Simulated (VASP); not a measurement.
Input of a VASP 6.6.1 run:

INCAR

```
SYSTEM = O
PREC     = Accurate       ! precision mode
ENCUT    = 520            ! plane-wave cutoff, eV
EDIFF    = 1E-6           ! SCF threshold, eV
ISMEAR   = 0              ! smearing method
SIGMA    = 0.1            ! smearing width, eV
LREAL    = .False.        ! projectors in reciprocal space
LASPH    = .True.         ! aspherical terms in the spheres
NELM     = 100            ! most SCF steps
ALGO     = Normal         ! electronic algorithm
ISIF     = 2              ! what is computed and relaxed
LWAVE    = .False.        ! write WAVECAR
LCHARG   = .True.         ! write CHGCAR
GGA      = PE             ! functional
LELF     = .True.         ! ELF
LVHAR    = .True.       
NBANDS   = 13             ! bands
```

Contents of KPOINTS:

```
regular mesh
0
Gamma
  24 24 24
  0 0 0
```

File POSCAR:

```
O
1.0
   -1.7346231502      1.7346231502      1.4553225316
    1.7346231502     -1.7346231502      1.4553225316
    1.7346231502      1.7346231502     -1.4553225316
O
2
Direct
    0.0000000000      0.0000000000      0.0000000000
    0.7500000000      0.2500000000      0.5000000000
```

Potentials or basis: VASP PAW PBE potentials, release 64 (O).

Run with:

```sh
$ cat potpaw_PBE.64/O/POTCAR > POTCAR
$ mpirun -np 1 vasp_std > vasp.out
```

(1) What does it give for the band gap on the k mesh?

(2) Estimate the pressure.

## Answers

(1) zero (band 6 reaches 1.96 eV, above the bottom of band 7 at 1.61 eV).

(2) -0.1 GPa.
